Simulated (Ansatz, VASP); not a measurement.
# Si16C: VASP beside Ansatz

```
CELL_PARAMETERS angstrom
0.00000 5.43000 5.43000
5.43000 0.00000 5.43000
5.43000 5.43000 0.00000
ATOMIC_POSITIONS crystal
Si 0.01735 0.97238 0.99284
Si 0.13422 0.10876 0.11317
Si 0.00732 0.00158 0.48606
Si 0.13180 0.11760 0.61897
Si 0.99573 0.47700 0.98203
Si 0.14925 0.59759 0.10459
Si 0.01439 0.49215 0.47940
Si 0.11613 0.62852 0.61513
Si 0.50209 0.00249 0.99283
Si 0.64372 0.10839 0.11310
Si 0.50517 0.00150 0.48598
Si 0.63466 0.11287 0.61780
Si 0.54559 0.47674 0.98170
Si 0.56726 0.65554 0.21132
Si 0.47596 0.47936 0.56877
Si 0.64053 0.62851 0.61484
C 0.72848 0.46599 0.07714
```

Alike in both runs: functional PBE; dispersion D3(BJ); k mesh 2 × 2 × 2; occupations gaussian, width 0.02 eV; collinear spin.

Ansatz relaxed the structure, and its values are those at the end. VASP's run is a single point on that final structure, the one shown.

|  | VASP | Ansatz |
| --- | --- | --- |
| version | VASP 6.6.1 | Ansatz 0.2.0 |
| potentials or method | VASP PAW PBE potentials, release 64 (Si, C), cutoff 520 eV | scalar-relativistic, plane waves, PAW |
| valence electrons in the cell | 68 | 68 |

|  | VASP | Ansatz | Ansatz less VASP |
| --- | --- | --- | --- |
| rms of the force components (eV/Å) | 0.009 | 0.008 | -0.0005 |
| net moment per atom (μB) | 0.00 | 0.00 | 0.000 |

Ansatz's warnings: filled band counts differ across k points, seeded moment not kept.

The k mesh is coarse, so the values compare programs but aren't converged.
